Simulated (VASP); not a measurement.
# AlCo (Pm-3m) in VASP: settings compared, part 2 of 2

VASP 6.6.1. Earlier steps stand in the parts before.

### Step 3. Relaxation of cell and atoms, revPBE+D3(BJ), collinear spin, ferromagnetic start

INCAR reads:

```
ALGO = Normal
EDIFF = 1E-6
EDIFFG = -0.03
ENCUT = 600
GGA = RE
IBRION = 2
ISIF = 3
ISMEAR = -1
ISPIN = 2
IVDW = 12
LASPH = True
LCHARG = False
LMAXMIX = 4
LORBIT = 11
LREAL = False
LWAVE = False
MAGMOM = 0 2.5
NELM = 150
NSW = 100
PREC = Accurate
SIGMA = 0.1
```

KPOINTS reads:

```
k-points
0
Gamma
  12 12 12
```

POSCAR reads:

```
AlCo
1.0
    2.8194030000      0.0000000000      0.0000000000
    0.0000000000      2.8194030000      0.0000000000
    0.0000000000      0.0000000000      2.8194030000
Al Co
1 1
Direct
    0.0000000000      0.0000000000      0.0000000000
    0.5000000000      0.5000000000      0.5000000000
```

Potentials or basis: VASP PAW PBE potentials, release 64 (Al, Co).

Launch:

```sh
> cat potpaw_PBE.64/Al/POTCAR potpaw_PBE.64/Co/POTCAR > POTCAR
> mpirun -np 1 vasp_std > vasp.out
```

OUTCAR:

```text
EDIFF = 1E-6
   EDIFFG = -0.03
   ENCUT = 600
   GGA = RE
   IBRION = 2
   ISIF = 3
   ISMEAR = -1
   ISPIN = 2
   IVDW = 12
   LASPH = True
   LORBIT = 11
   LREAL = False
   NELM = 150
   NSW = 100
   PREC = Accurate
 IVDW          = 12

 ion  position               nearest neighbor table
   1  0.000  0.000  0.000-   2 2.44   2 2.44   2 2.44   2 2.44   2 2.44   2 2.44   2 2.44   2 2.44

   2  0.500  0.500  0.500-   1 2.44   1 2.44   1 2.44   1 2.44   1 2.44   1 2.44   1 2.44   1 2.44

  LATTYP: Found a simple cubic cell.
 ALAT       =     2.8194030000

  Lattice vectors:

 A1 = (   2.8194030000,   0.0000000000,   0.0000000000)
 A2 = (   0.0000000000,   2.8194030000,   0.0000000000)
 A3 = (   0.0000000000,   0.0000000000,   2.8194030000)

Analysis of symmetry for initial positions (statically):
=====================================================================
 Subroutine PRICEL returns:
 Original cell was already a primitive cell.

[... 613 lines left out ...]
      3       8.5975      1.00000
      4       9.2108      1.00000
      5       9.6986      1.00000
      6       9.8835      1.00000
      7      11.5616      0.06583
      8      14.9000      0.00000
      9      16.9072      0.00000
     10      23.5047      0.00000
     11      25.0014      0.00000

 [... further k-points ...]

 spin component 2

 k-point     1 :       0.0000    0.0000    0.0000
  band No.  band energies     occupation
      1      -0.0779      1.00000
      2       8.1450      1.00000
      3       8.1450      1.00000
      4      10.4214      0.99984
      5      10.4214      0.99984
      6      10.4214      0.99984
      7      17.5698      0.00000
      8      17.5698      0.00000
      9      17.5698      0.00000
     10      20.2299      0.00000
     11      20.2299      0.00000
[... 355 lines left out ...]
  FREE ENERGIE OF THE ION-ELECTRON SYSTEM (eV)
  ---------------------------------------------------
  free  energy   TOTEN  =       -13.0438488589 eV

  energy  without entropy=      -13.0168376838  energy(sigma->0) =      -13.03034327

 reached required accuracy - stopping structural energy minimisation

 total charge

# of ion       s       p       d       tot
------------------------------------------
    1        0.403   0.452   0.000   0.855
    2        0.455   0.551   7.540   8.546
--------------------------------------------------
tot          0.859   1.003   7.540   9.401

 magnetization (x)

# of ion       s       p       d       tot
------------------------------------------
    1       -0.000  -0.000   0.000  -0.000
    2        0.000   0.000   0.000   0.000
--------------------------------------------------
tot          0.000   0.000   0.000   0.000
```

CONTCAR:

```text
AlCo
   1.00000000000000
     2.8040339136826700   -0.0000000000000000    0.0000000000000000
    -0.0000000000000000    2.8040339136826700    0.0000000000000000
    -0.0000000000000000    0.0000000000000000    2.8040339136826700
  Al              Co
     1     1
Direct
     0.0000000000000000    0.0000000000000000    0.0000000000000000
     0.5000000000000000    0.5000000000000000    0.5000000000000000

  0.00000000E+00  0.00000000E+00  0.00000000E+00
  0.00000000E+00  0.00000000E+00  0.00000000E+00
```

Run time: 1.7 min. Hardware: 1 thread of Intel Xeon 8259CL, shared host; peak memory 0.2 GiB.

What came out:

| Item | Value |
| --- | --- |
| Free energy | -13.0438 eV |
| Relaxed volume | 11.02 Å³/atom |
| Relaxed cell | a = 2.804 Å, b = 2.804 Å, c = 2.804 Å, α = 90.00°, β = 90.00°, γ = 90.00° |
| Space group after relaxing (to 0.1 Å) | Pm-3m (No. 221) |
| Energy gained by relaxing | 1.8 meV/atom |
| Ionic steps | 3 |
| Pressure after relaxing | 0.0 GPa |
| Band gap on the k mesh | zero (filled and empty bands overlap) |
| Net moment | 0.00 μB per cell |
| Valence electrons inside the program's atomic spheres | Al 0.85; Co 8.55 |
| Dispersion energy per atom | -0.874 eV |

Step by step:
| step | energy change (eV) | largest force (eV/Å) | pressure (GPa) | volume (Å³) |
| --- | --- | --- | --- | --- |
| 1 | 0.0000 | 0.0000 | -3.06 | 22.41 |
| 2 | -0.0006 | 0.0000 | 3.07 | 21.72 |
| 3 | -0.0036 | 0.0000 | 0.01 | 22.05 |

Final structure:
```yaml
crystal:
  lattice:
    - [2.80403, 0.00000, 0.00000]
    - [0.00000, 2.80403, 0.00000]
    - [0.00000, 0.00000, 2.80403]
  atoms:
    - { symbol: Al, position: [0.00000, 0.00000, 0.00000] }
    - { symbol: Co, position: [0.50000, 0.50000, 0.50000] }
```

Caveat: the PAW data sets were made with another functional, which shifts forces and pressure a little.

### Step 4. Relaxation of cell and atoms, RPBE, collinear spin, ferromagnetic start

INCAR reads:

```
PREC = Accurate
ENCUT = 600
EDIFF = 1E-6
ISMEAR = -1
SIGMA = 0.1
LREAL = F
LASPH = T
NELM = 150
ALGO = Normal
ISIF = 3
LWAVE = F
LCHARG = F
ISPIN = 2
MAGMOM = 0 2.5
LORBIT = 11
LMAXMIX = 4
GGA = RP
IBRION = 2
NSW = 100
EDIFFG = -0.03
```

KPOINTS reads:

```
Automatic mesh
0
Gamma
  12 12 12
```

POSCAR is that of step 3.

Potentials or basis: VASP PAW PBE potentials, release 64 (Al, Co).

Launch:

```sh
> cat potpaw_PBE.64/Al/POTCAR potpaw_PBE.64/Co/POTCAR > POTCAR
> mpirun -np 1 vasp_std > vasp.out
```

OUTCAR:

```text
PREC = Accurate
   ENCUT = 600
   EDIFF = 1E-6
   ISMEAR = -1
   LREAL = F
   LASPH = T
   NELM = 150
   ISIF = 3
   ISPIN = 2
   LORBIT = 11
   GGA = RP
   IBRION = 2
   NSW = 100
   EDIFFG = -0.03

 ion  position               nearest neighbor table
   1  0.000  0.000  0.000-   2 2.44   2 2.44   2 2.44   2 2.44   2 2.44   2 2.44   2 2.44   2 2.44

   2  0.500  0.500  0.500-   1 2.44   1 2.44   1 2.44   1 2.44   1 2.44   1 2.44   1 2.44   1 2.44

  LATTYP: Found a simple cubic cell.
 ALAT       =     2.8194030000

  Lattice vectors:

 A1 = (   2.8194030000,   0.0000000000,   0.0000000000)
 A2 = (   0.0000000000,   2.8194030000,   0.0000000000)
 A3 = (   0.0000000000,   0.0000000000,   2.8194030000)

Analysis of symmetry for initial positions (statically):
[... 957 lines left out ...]
  free energy    TOTEN  =       -11.18506612 eV

  energy without entropy =      -11.15425613  energy(sigma->0) =      -11.16966112

 E-fermi :  10.3214     XC(G=0): -12.0611

 val. band max:       10.2624085701   @ k =   0.5000   0.4167   0.0833
 cond. band min:      10.3574154087   @ k =   0.4167   0.4167   0.0000
 fundamental gap:      0.0950068385
 Fermi energy:        10.3213910572

 spin component 1

 k-point     1 :       0.0000    0.0000    0.0000
  band No.  band energies     occupation
      1      -0.5435      1.00000
      2       7.5170      1.00000
      3       7.5170      1.00000
      4       9.5421      0.99959
      5       9.5421      0.99959
      6       9.5421      0.99959
      7      16.2333      0.00000
      8      16.2333      0.00000
      9      16.2333      0.00000
     10      18.9483      0.00000
     11      18.9483      0.00000
[... 691 lines left out ...]
  FREE ENERGIE OF THE ION-ELECTRON SYSTEM (eV)
  ---------------------------------------------------
  free  energy   TOTEN  =       -11.1850661151 eV

  energy  without entropy=      -11.1542561272  energy(sigma->0) =      -11.16966112

 reached required accuracy - stopping structural energy minimisation

 total charge

# of ion       s       p       d       tot
------------------------------------------
    1        0.394   0.418   0.000   0.812
    2        0.426   0.489   7.485   8.401
--------------------------------------------------
tot          0.820   0.907   7.485   9.213

 magnetization (x)

# of ion       s       p       d       tot
------------------------------------------
    1        0.000   0.000   0.000   0.000
    2        0.000   0.000   0.000   0.000
--------------------------------------------------
tot          0.000   0.000   0.000   0.000
```

Wall time 1.7 min (1 thread of Intel Xeon 8259CL, shared host); peak memory 0.18 GiB.

What came out:

```
Free energy                                           : -11.1851 eV
Relaxed volume                                        : 11.86 Å³/atom
Relaxed cell                                          : a = 2.873 Å, b = 2.873 Å, c = 2.873 Å, α = 90.00°, β = 90.00°, γ = 90.00°
Space group after relaxing (to 0.1 Å)                 : Pm-3m (No. 221)
Energy gained by relaxing                             : 21.1 meV/atom
Ionic steps                                           : 3
Pressure after relaxing                               : 0.1 GPa
Band gap on the k mesh                                : zero (filled and empty bands overlap)
Net moment                                            : 0.00 μB per cell
Valence electrons inside the program's atomic spheres : Al 0.81; Co 8.40
```

The path:
| step | energy change (eV) | largest force (eV/Å) | pressure (GPa) | volume (Å³) |
| --- | --- | --- | --- | --- |
| 1 | 0.0000 | 0.0000 | 10.88 | 22.41 |
| 2 | -0.0109 | 0.0000 | -7.46 | 24.97 |
| 3 | -0.0421 | 0.0000 | 0.09 | 23.72 |

Final structure:
```yaml
crystal:
  lattice:
    - [2.87344, 0.00000, 0.00000]
    - [0.00000, 2.87344, 0.00000]
    - [0.00000, 0.00000, 2.87344]
  atoms:
    - { symbol: Al, position: [0.00000, 0.00000, 0.00000] }
    - { symbol: Co, position: [0.50000, 0.50000, 0.50000] }
```

Caveat: the PAW data sets were made with another functional, which shifts forces and pressure a little.
